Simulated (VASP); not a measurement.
A run of VASP 6.6.1 is set up as follows.

The input INCAR:

```
PREC = Accurate ; ENCUT = 520
EDIFF = 1E-6 ; ISMEAR = 0
SIGMA = 0.1 ; LREAL = False
LASPH = True ; NELM = 100
ALGO = Normal ; ISIF = 2
LWAVE = False ; LCHARG = True
GGA = PS ; LELF = True
LVHAR = True ; NBANDS = 18
```

Contents of KPOINTS:

```
Automatic mesh
0
Gamma
  21 21 10
```

The input POSCAR:

```
Ni2H
1.0
    2.5122529897      0.0000000000      0.0000000000
   -1.2561264948      2.1756749098      0.0000000000
    0.0000000000      0.0000000000      4.1608168454
Ni H
2 1
Direct
    0.6666666667      0.3333333333      0.7689864667
    0.3333333333      0.6666666667      0.2871568725
    0.0000000000      0.0000000000      0.0278566608
```

Potentials or basis: VASP PAW PBE potentials, release 64 (Ni, H).

Launch:

```sh
$ cat potpaw_PBE.64/Ni/POTCAR potpaw_PBE.64/H/POTCAR > POTCAR
$ mpirun -np 1 vasp_std > vasp.out
```

Question: Estimate the pressure.

Answer: 0.1 GPa.

Question: What does it give for the largest force?

Answer: 0.014 eV/Å.

Question: What does it give for the band gap on the k mesh?

Answer: Zero (an odd number of electrons rules out a gap without spin polarisation).

Stress tensor (GPa, compression positive):
```
 0.12  0.00  0.00
 0.00  0.12  0.00
 0.00  0.00 -0.06
```

Caveat: the PAW data sets were made with another functional, which shifts forces and pressure a little. Spin polarisation is off, so any magnetic state and its effect on volume and gap are missing.
